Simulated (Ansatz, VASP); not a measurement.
Sb: VASP beside Ansatz

```
Sb
1.0
     0.00000    2.39597    2.39597
     2.39597    0.00000    2.39597
     2.39597    2.39597    0.00000
Sb
1
Direct
  0.00000 0.00000 0.00000
```

Change from the starting cell: volume scaled by 1, PAW files.

Alike in both runs: task single point; functional PBE; k mesh 15 × 15 × 15; occupations fermi-dirac, width 0.08 eV; no spin polarisation.

|  | VASP | Ansatz |
| --- | --- | --- |
| version | VASP 6.6.1 | Ansatz 0.2.0 |
| potentials or method | VASP PAW PBE potentials, release 64 (Sb) | PAW with Ansatz's default frozen-core files, scalar-relativistic |
| plane-wave cutoff (eV) | 520 | 420 |
| valence electrons in the cell | 5 | 15 |

Ansatz gave:

```
pressure (GPa) : 0.0
```

Task: Estimate VASP's values.

Result: Pressure (GPa): -0.1.

The functional is the same, so the differences come from potentials, cutoffs and numerics. VASP's potentials hold 5 valence electrons a cell and Ansatz's 15, so a difference there can come from the potentials and not from the codes.

Spin-orbit coupling is off throughout.
